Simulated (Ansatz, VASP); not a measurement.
One calculation of Ir, two programs

```
Ir
1.0
     2.71907    0.00000    0.00000
    -1.35953    2.35478    0.00000
     0.00000    0.00000    4.40838
Ir
2
Direct
  0.33333 0.66667 0.25000
  0.66667 0.33333 0.75000
```

Alike in both runs: functional PBEsol; k mesh 18 × 18 × 10; occupations gaussian, width 0.1 eV; no spin polarisation.

Ansatz relaxed the structure, and its values are those at the end. VASP's run is a single point on that final structure, the one shown.

|  | VASP | Ansatz |
| --- | --- | --- |
| version | VASP 6.6.1 | Ansatz 0.2.0 |
| potentials or method | VASP PAW PBE potentials, release 64 (Ir), cutoff 520 eV | scalar-relativistic, plane waves, PAW |
| valence electrons in the cell | 18 | 34 |

Ansatz gave:

```
gap on the k mesh at the Fermi level (eV) : none
pressure (GPa)                            : 0.0
```

**Question.** Which values does VASP return?

**Answer.** gap on the k mesh at the Fermi level (eV): none; pressure (GPa): 0.9.

VASP's potentials were made for PBE, not for PBEsol. A gap of «none» marks a metal or a gap that the smearing closes. With one functional, cell and mesh, what is left measures potentials, basis and numerics. VASP's potentials hold 18 valence electrons a cell and Ansatz's 34, so a difference there can come from the potentials and not from the codes.

Neither program's run includes spin-orbit coupling.
